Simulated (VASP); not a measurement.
Input of a VASP 6.6.1 run:

INCAR

```
SYSTEM = EuS
ALGO = Normal
EDIFF = 1E-6
ENCUT = 600
GGA = PE
GGA_COMPAT = .False.
ISIF = 2
ISMEAR = -1
ISPIN = 2
LASPH = .True.
LCHARG = .False.
LDAU = .True.
LDAUJ = 0 0
LDAUL = 3 -1
LDAUPRINT = 1
LDAUTYPE = 2
LDAUU = 7 0
LMAXMIX = 6
LORBIT = 11
LREAL = .False.
LWAVE = .False.
MAGMOM = 4.9 0
NBANDS = 22
NELM = 200
PREC = Accurate
SIGMA = 0.1
```

The input KPOINTS:

```
k-points
0
Gamma
  8 8 8
  0 0 0
```

The input POSCAR:

```
EuS
1.0
    0.0000000000      2.9785000000      2.9785000000
    2.9785000000      0.0000000000      2.9785000000
    2.9785000000      2.9785000000      0.0000000000
Eu S
1 1
Direct
    0.0000000000      0.0000000000      0.0000000000
    0.5000000000      0.5000000000      0.5000000000
```

Potentials or basis: VASP PAW PBE potentials, release 64 (Eu, S).

The run is started by

```console
$ cat potpaw_PBE.64/Eu/POTCAR potpaw_PBE.64/S/POTCAR > POTCAR
$ mpirun -np 1 vasp_std > vasp.out
```

Predict the pressure.

1.4 GPa.

Predict the band gap on the k mesh.

0.69 eV (least direct gap 1.01 eV).

Eigenvalues of the final occupation matrices:
```
    site  spin  trace                         eigenvalues
site 1 f     1   6.84  0.98 0.98 0.98 0.98 0.98 0.98 0.98
site 1 f     2   0.01  0.00 0.00 0.00 0.00 0.00 0.00 0.00
```

Caveat: spin-orbit coupling is left out, which moves the levels of the heavy elements; a cell with one magnetic atom can't hold antiferromagnetic order, which such compounds often take. The state reached can hang on the start; a lower one may exist.
